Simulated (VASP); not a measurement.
A run of VASP 6.6.1:

Contents of INCAR:

```
SYSTEM = Cr
PREC = Accurate
ENCUT = 520
EDIFF = 1E-6
ISMEAR = -1
SIGMA = 0.1
LREAL = .FALSE.
LASPH = .TRUE.
NELM = 100
ALGO = Normal
ISIF = 2
LWAVE = .FALSE.
LCHARG = .FALSE.
GGA = PS
NBANDS = 25
```

KPOINTS

```
regular mesh
0
G
  9 9 13
  0 0 0
```

Contents of POSCAR:

```
Cr
1.0
    4.1849578108      0.0000000000      0.0000000000
   -2.0924789054      3.6242797779      0.0000000000
    0.0000000000      0.0000000000      2.2589748583
Cr
3
Direct
    0.0000000000      1.0000000000      0.0000000000
    0.3333333333      0.6666666667      0.5000000000
    0.6666666667      0.3333333333      0.5000000000
```

Potentials or basis: VASP PAW PBE potentials, release 64 (Cr_pv).

Command:

```bash
$ cat potpaw_PBE.64/Cr_pv/POTCAR > POTCAR
$ mpirun -np 1 vasp_std > vasp.out
```

Hardware: 1 thread of AMD EPYC 9R45 96-Core Processor (Zen 5), with other jobs on the host.

**Question.** How long does it take, and how much memory?

**Answer.** It took 32 s on 1 thread of AMD EPYC 9R45 96-Core Processor (Zen 5), on a shared host, peak memory 0.15 GiB. Counts: scf iterations 15, k points 84.
